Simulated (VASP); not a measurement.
# HfC (Fm-3m) in VASP: a series of runs

HfC is run at these levels: PBEsol; tasks: single point.

Everything below comes from runs of VASP 6.6.1. Logs are shortened: lines on timing, memory, paths and dates and some standing lists are left out, and cuts for length are marked.

## 1. The cell of the first run

The structure is cubic, space group Fm-3m (No. 225). Conventional cell: a = 4.711 Å, b = 4.711 Å, c = 4.711 Å, α = 90.00°, β = 90.00°, γ = 90.00°. Within 3.1 Å of Hf (site symmetry m-3m) lie 6 C at 2.36 Å. C (site symmetry m-3m) has 6 Hf at 2.36 Å within 3.1 Å.

## 2. Single point, PBEsol

File INCAR:

```
  ALGO = Normal
  EDIFF = 1E-6
  ENCUT = 520
  GGA = PS
  ISIF = 2
  ISMEAR = -1
  LASPH = T
  LCHARG = F
  LREAL = F
  LWAVE = F
  NBANDS = 14
  NELM = 100
  PREC = Accurate
  SIGMA = 0.05
```

File KPOINTS:

```
k-points
0
Gamma
  11 11 11
```

File POSCAR:

```
HfC
1.0
    0.0000000000      2.3555956139      2.3555956139
    2.3555956139      0.0000000000      2.3555956139
    2.3555956139      2.3555956139      0.0000000000
Hf C
1 1
Direct
    0.5000000000      0.5000000000      0.5000000000
    0.0000000000      0.0000000000      0.0000000000
```

Potentials or basis: VASP PAW PBE potentials, release 64 (Hf_pv, C).

Command:

```
cat potpaw_PBE.64/Hf_pv/POTCAR potpaw_PBE.64/C/POTCAR > POTCAR
mpirun -np 1 vasp_std > vasp.out
```

OUTCAR:

```text
EDIFF = 1E-6
   ENCUT = 520
   GGA = PS
   ISIF = 2
   ISMEAR = -1
   LASPH = T
   LREAL = F
   NELM = 100
   PREC = Accurate

 ion  position               nearest neighbor table
   1  0.500  0.500  0.500-   2 2.36   2 2.36   2 2.36   2 2.36   2 2.36   2 2.36
   2  0.000  0.000  0.000-   1 2.36   1 2.36   1 2.36   1 2.36   1 2.36   1 2.36

  LATTYP: Found a face centered cubic cell.
 ALAT       =     4.7111912278

  Lattice vectors:

 A1 = (   0.0000000000,   2.3555956139,   2.3555956139)
 A2 = (   2.3555956139,   0.0000000000,   2.3555956139)
 A3 = (   2.3555956139,   2.3555956139,   0.0000000000)

Analysis of symmetry for initial positions (statically):
=====================================================================
 Subroutine PRICEL returns:
 Original cell was already a primitive cell.

 Routine SETGRP: Setting up the symmetry group for a
 face centered cubic supercell.

 Subroutine GETGRP returns: Found 48 space group operations
 (whereof 48 operations were pure point group operations)
 out of a pool of 48 trial point group operations.

The static configuration has the point symmetry O_h .

Analysis of symmetry for dynamics (positions and initial velocities):
=====================================================================
 Subroutine PRICEL returns:
 Original cell was already a primitive cell.

 Routine SETGRP: Setting up the symmetry group for a
 face centered cubic supercell.

 Subroutine GETGRP returns: Found 48 space group operations
 (whereof 48 operations were pure point group operations)
 out of a pool of 48 trial point group operations.

The dynamic configuration has the point symmetry O_h .

 Subroutine INISYM returns: Found 48 space group operations
 (whereof 48 operations are pure point group operations),
 and found     1 'primitive' translations

----------------------------------------------------------------------------------------

                                     Primitive cell

  volume of cell :      26.1416

  direct lattice vectors                    reciprocal lattice vectors
     0.000000000  2.355595614  2.355595614    -0.212260541  0.212260541  0.212260541
     2.355595614  0.000000000  2.355595614     0.212260541 -0.212260541  0.212260541
     2.355595614  2.355595614  0.000000000     0.212260541  0.212260541 -0.212260541

  length of vectors
     3.331315265  3.331315265  3.331315265     0.367646042  0.367646042  0.367646042

  position of ions in fractional coordinates (direct lattice)
     0.500000000  0.500000000  0.500000000
     0.000000000  0.000000000  0.000000000

  ion indices of the primitive-cell ions
   primitive index   ion index
                 1           1
                 2           2

----------------------------------------------------------------------------------------

 KPOINTS: k-points

Automatic generation of k-mesh.
 Grid dimensions read from file:
 generate k-points for:   11   11   11

 Generating k-lattice:

  Cartesian coordinates                     Fractional coordinates (reciprocal lattice)
    -0.019296413  0.019296413  0.019296413     0.090909091  0.000000000  0.000000000
     0.019296413 -0.019296413  0.019296413     0.000000000  0.090909091  0.000000000
     0.019296413  0.019296413 -0.019296413     0.000000000  0.000000000  0.090909091

  Length of vectors
     0.033422367  0.033422367  0.033422367

  Shift w.r.t. Gamma in fractional coordinates (k-lattice)
     0.000000000  0.000000000  0.000000000

 Subroutine IBZKPT returns following result:
 ===========================================

 Found     56 irreducible k-points:

 Following reciprocal coordinates:
            Coordinates               Weight
  0.000000  0.000000  0.000000      1.000000
  0.090909  0.000000  0.000000      8.000000
  0.181818  0.000000  0.000000      8.000000
  0.272727  0.000000  0.000000      8.000000
  0.363636  0.000000  0.000000      8.000000
  0.454545  0.000000  0.000000      8.000000
[... 16 lines left out ...]
 -0.272727  0.181818  0.000000     24.000000
 -0.181818  0.181818  0.000000     12.000000
 [... further k-points ...]
   k-points           NKPTS =     56   k-points in BZ     NKDIM =     56   number of bands    NBANDS=     14
   number of dos      NEDOS =    301   number of ions     NIONS =      2
   total plane-waves  NPLWV =  21952
   dimension x,y,z NGX =    28 NGY =   28 NGZ =   28
   dimension x,y,z NGXF=    56 NGYF=   56 NGZF=   56
   ions per type =               1   1
   NGX,Y,Z   is equivalent  to a cutoff of  13.97, 13.97, 13.97 a.u.
   NGXF,Y,Z  is equivalent  to a cutoff of  27.95, 27.95, 27.95 a.u.
 SYSTEM =  unknown system
   PREC   = accura    normal or accurate (medium, high low for compatibility)
   ISTART =      0    job   : 0-new  1-cont  2-samecut
   ICHARG =      2    charge: 1-file 2-atom 10-const
   ISPIN  =      1    spin polarized calculation?
   LNONCOLLINEAR =      F non collinear calculations
   LSORBIT =      F    spin-orbit coupling
   LASPH  =      T    aspherical Exc in radial PAW
   ENCUT  =  520.0 eV  38.22 Ry    6.18 a.u.   6.19  6.19  6.19*2*pi/ulx,y,z
   NELM   =    100;   NELMIN=  2; NELMDL= -5     # of ELM steps
   EDIFF  = 0.1E-05   stopping-criterion for ELM
   LREAL  =      F    real-space projection
   EDIFFG = 0.1E-04   stopping-criterion for IOM
   NSW    =      0    number of steps for IOM
   IBRION =     -1    ionic relax: 0-MD 1-quasi-New 2-CG
   NFREE  =      0    steps in history (QN), initial steepest desc. (CG)
   ISIF   =      2    stress and relaxation
   ISYM   =      2    0-nonsym 1-usesym 2-fastsym
   POTIM  = 0.5000    time-step for ionic-motion
   TEBEG  =    0.0;   TEEND  =   0.0 temperature during run
   PSTRESS=    0.0 pullay stress
   NELECT =      14.0000    total number of electrons
   NUPDOWN=      -1.0000    fix difference up-down
   EMIN   =  10.00;   EMAX   =-10.00  energy-range for DOS
   EFERMI =   0.00;   METHOD = LEGACY
   ISMEAR =    -1;   SIGMA  =   0.05  broadening in eV -4-tet -1-fermi 0-gaus
   EFERMI_NEDOS =   21; number of points for ismear=-14 and -15
   IALGO  =     38    algorithm
   IMIX   =      4    mixing-type and parameters
     AMIX     =   0.40;   BMIX     =  1.00
     AMIX_MAG =   1.60;   BMIX_MAG =  1.00
  volume/ion in A,a.u.               =      13.07        88.21
  Fermi-wavevector in a.u.,A,eV,Ry     =   1.329454  2.512305 24.047603  1.767449
  Thomas-Fermi vector in A             =   2.458616
   LORBIT       =      0    0 simple, 1 ext, 2 COOP (PROOUT), +10 PAW based schemes
   GGA     = PS    functional components
   LHFCALC =     F    Hartree Fock is set to
   AEXX    =    0.0000 exact exchange contribution
   IVDW    =     0    specifies the selected vdW correction
   LEPSILON=     F    determine dielectric tensor
   LRPA    =     F    only Hartree local field effects (RPA)
 non-spin polarized calculation
  energy-cutoff  :      520.00
  volume of cell :       26.14
 maximum number of plane-waves:       725
 NGX is ok and might be reduce to    28
   NGX = 13   NGY = 13   NGZ = 13

 number of electron      14.0000001 magnetization

 Free energy of the ion-electron system (eV)
  ---------------------------------------------------
  ext. energy  EPLUGINS =         0.00000000
  ---------------------------------------------------
  free energy    TOTEN  =       -22.11019055 eV

  energy without entropy =      -22.10741312  energy(sigma->0) =      -22.10880184

 E-fermi :   5.5571     XC(G=0): -12.2290

 val. band max:        5.3676665520   @ k =   0.4545   0.4545   0.0000
 cond. band min:       5.6051465402   @ k =  -0.4545   0.4545   0.0000
 fundamental gap:      0.2374799882
 Fermi energy:         5.5571369619

 k-point     1 :       0.0000    0.0000    0.0000
  band No.  band energies     occupation
      1     -24.1832      2.00000
      2     -24.1832      2.00000
      3     -24.1832      2.00000
      4      -6.5795      2.00000
      5       6.5167      0.00000
      6       6.5167      0.00000
      7       6.5167      0.00000
      8       6.8399      0.00000
      9       6.8399      0.00000
     10       6.8399      0.00000
     11       8.7509      0.00000
     12       8.7509      0.00000
     13      11.8814      0.00000
     14      16.3394      0.00000

 k-point     2 :       0.0909    0.0000    0.0000
  band No.  band energies     occupation
      1     -24.2326      2.00000
      2     -24.1881      2.00000
      3     -24.1881      2.00000
      4      -6.3831      2.00000
      5       5.3090      1.98612
      6       5.6628      0.21565
      7       5.6628      0.21565
      8       7.1893      0.00000
      9       7.1893      0.00000
     10       7.5355      0.00000
     11       9.6658      0.00000
     12       9.6658      0.00000
     13      12.3527      0.00000
     14      16.8900      0.00000

 k-point     3 :       0.1818    0.0000    0.0000
  band No.  band energies     occupation
      1     -24.3627      2.00000
      2     -24.2012      2.00000
      3     -24.2012      2.00000
      4      -5.8251      2.00000
      5       3.7248      2.00000
      6       4.5535      2.00000
      7       4.5535      2.00000
      8       7.7873      0.00000
      9       7.7873      0.00000
     10       8.0059      0.00000
     11      11.3644      0.00000
     12      11.3644      0.00000
     13      13.3926      0.00000
     14      18.2404      0.00000

 k-point     4 :       0.2727    0.0000    0.0000
  band No.  band energies     occupation
      1     -24.5278      2.00000
      2     -24.2184      2.00000
      3     -24.2184      2.00000
      4      -4.9916      2.00000
      5       2.1557      2.00000
      6       3.6436      2.00000
      7       3.6436      2.00000
      8       8.5272      0.00000
      9       8.6656      0.00000
     10       8.6656      0.00000
     11      13.2089      0.00000
     12      13.2089      0.00000
     13      14.2262      0.00000
     14      18.9617      0.00000

 k-point     5 :       0.3636    0.0000    0.0000
  band No.  band energies     occupation
      1     -24.6747      2.00000
      2     -24.2340      2.00000
      3     -24.2340      2.00000
      4      -4.0153      2.00000
      5       0.7418      2.00000
      6       3.0149      2.00000
      7       3.0149      2.00000
      8       9.3604      0.00000
      9       9.6787      0.00000
     10       9.6787      0.00000
     11      13.8202      0.00000
[... 276 lines left out ...]
 k-point    22 :      -0.3636    0.1818    0.0000
  band No.  band energies     occupation
      1     -24.6812      2.00000
      2     -24.3736      2.00000
      3     -24.2581      2.00000
      4      -3.5207      2.00000
      5       0.4188      2.00000
      6       2.9050      2.00000
      7       2.9285      2.00000
      8       9.8045      0.00000
      9       9.8344      0.00000
     10      10.3634      0.00000
     11      13.3331      0.00000
     12      14.8522      0.00000
     13      16.3381      0.00000
     14      18.6505      0.00000

 k-point    23 :      -0.2727    0.1818    0.0000
  band No.  band energies     occupation
      1     -24.6045      2.00000
      2     -24.3599      2.00000
      3     -24.2320      2.00000
      4      -4.0870      2.00000
      5       1.0493      2.00000
      6       3.0324      2.00000
      7       3.2185      2.00000
      8       8.8467      0.00000
      9       9.5189      0.00000
     10      10.8179      0.00000
     11      11.9409      0.00000
     12      14.6372      0.00000
     13      16.0906      0.00000
     14      18.8815      0.00000

 k-point    24 :      -0.1818    0.1818    0.0000
  band No.  band energies     occupation
      1     -24.5093      2.00000
      2     -24.3128      2.00000
      3     -24.2096      2.00000
      4      -4.8097      2.00000
      5       1.9828      2.00000
      6       3.3813      2.00000
      7       3.6847      2.00000
      8       8.0914      0.00000
      9       9.1920      0.00000
     10      10.0692      0.00000
     11      10.8768      0.00000
     12      14.7212      0.00000
     13      14.7518      0.00000
     14      19.0441      0.00000

 [... further k-points ...]

------------------------ aborting loop because EDIFF is reached ----------------------------------------

  FORCE on cell =-STRESS in cart. coord.  units (eV):
  Direction    XX          YY          ZZ          XY          YZ          ZX
  --------------------------------------------------------------------------------------
  -------------------------------------------------------------------------------------
  Total       -2.4654469     -2.4654469     -2.4654469      0.0000000      0.0000000      0.0000000
  in kB     -151.1033259   -151.1033259   -151.1033259      0.0000000      0.0000000      0.0000000
  external PRESSURE =    -151.1033259 kB  Pullay stress =       0.0000000 kB

 VOLUME and BASIS-vectors are now :
 -----------------------------------------------------------------------------
  energy-cutoff  :      520.00
  volume of cell :       26.14
      direct lattice vectors                 reciprocal lattice vectors
     0.000000000  2.355595614  2.355595614    -0.212260541  0.212260541  0.212260541
     2.355595614  0.000000000  2.355595614     0.212260541 -0.212260541  0.212260541
     2.355595614  2.355595614  0.000000000     0.212260541  0.212260541 -0.212260541

 POSITION                                       TOTAL-FORCE (eV/Angst)
 -----------------------------------------------------------------------------------
      2.35560      2.35560      2.35560        -0.000000     -0.000000     -0.000000
      0.00000      0.00000      0.00000         0.000000      0.000000      0.000000
 -----------------------------------------------------------------------------------
    total drift:                                0.000000      0.000000      0.000000

  FREE ENERGIE OF THE ION-ELECTRON SYSTEM (eV)
  ---------------------------------------------------
  free  energy   TOTEN  =       -22.1101905536 eV

  energy  without entropy=      -22.1074131195  energy(sigma->0) =      -22.10880184
```

Run time: 14 s. Hardware: 1 thread of Intel Xeon Platinum 8488C (Sapphire Rapids), shared host; peak memory 0.17 GiB.

What came out:

- Free energy: -22.1102 eV
- Pressure: -15.1 GPa
- Band gap on the k mesh: zero (band 7 reaches 6.52 eV, above the bottom of band 8 at 5.09 eV)

Levels at points of the mesh, in eV from the Fermi level:
```csv
k point,band 3,band 4,band 5,band 6,band 7,band 8,band 9,band 10,band 11,band 12
"(0.00, 0.00, 0.00)",-29.74,-12.14,0.96,0.96,0.96,1.28,1.28,1.28,3.19,3.19
```

Caveat: the PAW data sets were made with another functional, which shifts forces and pressure a little; spin-orbit coupling is left out, which moves the levels of the heavy elements.

## 3. Single point, PBEsol

This run uses another cell than the first one, of 13.57 Å³/atom, 1.038 times its volume.

File INCAR:

```
SYSTEM = HfC
PREC = Accurate
ENCUT = 520
EDIFF = 1E-7
ISMEAR = -1
SIGMA = 0.05
LREAL = .FALSE.
LASPH = .TRUE.
NELM = 100
ALGO = Normal
ISIF = 2
LWAVE = .FALSE.
LCHARG = .TRUE.
GGA = PS
LELF = .TRUE.
LVHAR = .TRUE.
NBANDS = 14
```

File KPOINTS:

```
regular mesh
0
G
  11 11 11
  0 0 0
```

File POSCAR:

```
HfC
1.0
    0.0000000000      2.3854164456      2.3854164456
    2.3854164456      0.0000000000      2.3854164456
    2.3854164456      2.3854164456      0.0000000000
Hf C
1 1
Direct
    0.5000000000      0.5000000000      0.5000000000
    0.0000000000      0.0000000000      0.0000000000
```

Potentials or basis: VASP PAW PBE potentials, release 64 (Hf_pv, C).

Command:

```
cat potpaw_PBE.64/Hf_pv/POTCAR potpaw_PBE.64/C/POTCAR > POTCAR
mpirun -np 1 vasp_std > vasp.out
```

It took 17 s on 1 thread of Intel Xeon Platinum 8488C (Sapphire Rapids), shared host; peak memory 0.17 GiB.

It converged, with:

```yaml
Free_energy: -21.9941 eV
Pressure: -21.8 GPa
Band_gap_on_the_k_mesh: zero (band 7 reaches 6.22 eV, above the bottom of band 8 at 4.82 eV)
```

Levels at points of the mesh, in eV from the Fermi level:
```csv
k point,band 5,band 6,band 7,band 8,band 9,band 10
"(0.00, 0.00, 0.00)",0.94,0.94,0.94,1.27,1.27,1.27
```

Caveat: the PAW data sets were made with another functional, which shifts forces and pressure a little; spin-orbit coupling is left out, which moves the levels of the heavy elements.

## 4. Single point, PBEsol

This run uses another cell than the first one, of 14.08 Å³/atom, 1.077 times its volume.

File INCAR:

```
PREC = Accurate ; ENCUT = 520
EDIFF = 1E-6 ; ISMEAR = -1
SIGMA = 0.05 ; LREAL = F
LASPH = T ; NELM = 60
ALGO = Normal ; ISIF = 2
LWAVE = F ; LCHARG = F
GGA = PS ; NBANDS = 14
```

File KPOINTS:

```
regular mesh
0
Gamma
  11 11 11
```

File POSCAR:

```
HfC
1.0
    0.0000000000      2.4145097574      2.4145097574
    2.4145097574      0.0000000000      2.4145097574
    2.4145097574      2.4145097574      0.0000000000
Hf C
1 1
Direct
    0.5000000000      0.5000000000      0.5000000000
    0.0000000000      0.0000000000      0.0000000000
```

Command:

```
cat potpaw_PBE.64/Hf_pv/POTCAR potpaw_PBE.64/C/POTCAR > POTCAR
mpirun -np 1 vasp_std > vasp.out
```

It took 14 s on 1 thread of Intel Xeon Platinum 8488C (Sapphire Rapids), shared host; peak memory 0.16 GiB.

Results (log left out):

* Free energy: -21.8403 eV
* Pressure: -27.2 GPa
* Band gap on the k mesh: zero (band 7 reaches 5.94 eV, above the bottom of band 8 at 4.56 eV)

Levels at points of the mesh, in eV from the Fermi level:
| k point | band 5 | band 6 | band 7 | band 8 | band 9 | band 10 |
| --- | --- | --- | --- | --- | --- | --- |
| (0.00, 0.00, 0.00) | 0.92 | 0.92 | 0.92 | 1.25 | 1.25 | 1.25 |

Caveat: the PAW data sets were made with another functional, which shifts forces and pressure a little; spin-orbit coupling is left out, which moves the levels of the heavy elements.

## 5. Overview

```tsv
cell	gap on the mesh (eV)	pressure (GPa)
a = 3.331 Å, angles 60.0°, 2 atoms	none	-15.1
a = 3.373 Å, angles 60.0°, 2 atoms	none	-21.8
a = 3.415 Å, angles 60.0°, 2 atoms	none	-27.2
```

Alike in all rows: task single point; level PBEsol; potentials or basis VASP PAW PBE potentials, release 64 (Hf_pv, C); no spin polarisation; k mesh 11 × 11 × 11; cutoff (eV) 520; smearing fermi-dirac 0.05 eV.

Caveats: the PAW data sets were made with another functional, which shifts forces and pressure a little; spin-orbit coupling is left out, which moves the levels of the heavy elements.

Absolute energies hang on the potentials; compare differences alone.
